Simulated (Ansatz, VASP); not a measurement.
# Two plane-wave programs on Cs

File INCAR:

```
PREC = Accurate
ENCUT = 520
EDIFF = 1E-7
ISMEAR = 0
SIGMA = 0.1
LREAL = F
LASPH = T
NELM = 80
ALGO = Normal
ISIF = 2
LWAVE = F
LCHARG = F
GGA = PE
NBANDS = 10
```

KPOINTS

```
regular mesh
0
Gamma
  4 4 4
```

POSCAR

```
Cs
1.0
   -2.8454683439      3.1407843637      2.9779548050
    2.9212077963     -3.1841025396      3.0970124334
    2.7731566103      3.1117908060     -3.0212729810
Cs
1
Direct
    0.0000000000      0.0000000000      0.0000000000
```

Input for Ansatz:

```yaml
crystal:
  lattice:
    - [-2.8454683439, 3.1407843637, 2.977954805]
    - [2.9212077963, -3.1841025396, 3.0970124334]
    - [2.7731566103, 3.111790806, -3.021272981]
  atoms:
    - { symbol: Cs, position: [0.0, 0.0, 0.0] }
basis:
  ecutwfc: 420
kpoints:
  mp_grid: { grid: [4, 4, 4] }
hamiltonian:
  xc: pbe
scf:
  occupations: { method: gaussian, width: 0.1 }
  max_iter: 95
output:
  forces: true
  stress: true
  eigenvalues: true
```

Alike in both runs: task single point; functional PBE; k mesh 4 × 4 × 4; occupations gaussian, width 0.1 eV; no spin polarisation.

```csv
,VASP,Ansatz
version,VASP 6.6.1,Ansatz 0.2.0
potentials or method,"VASP PAW PBE potentials, release 64 (Cs_sv), cutoff 520 eV","scalar-relativistic, plane waves, PAW"
valence electrons in the cell,9,9
```

|  | VASP | Ansatz | Ansatz less VASP |
| --- | --- | --- | --- |
| gap on the k mesh at the Fermi level (eV) | none | none | - |
| pressure (GPa) | 0.2 | 0.2 | +0.01 |

A gap of «none» marks a metal or a gap that the smearing closes. With one functional, cell and mesh, what is left measures potentials, basis and numerics.

The k mesh is coarse, so the values compare programs but aren't converged. Neither program's run includes spin-orbit coupling.
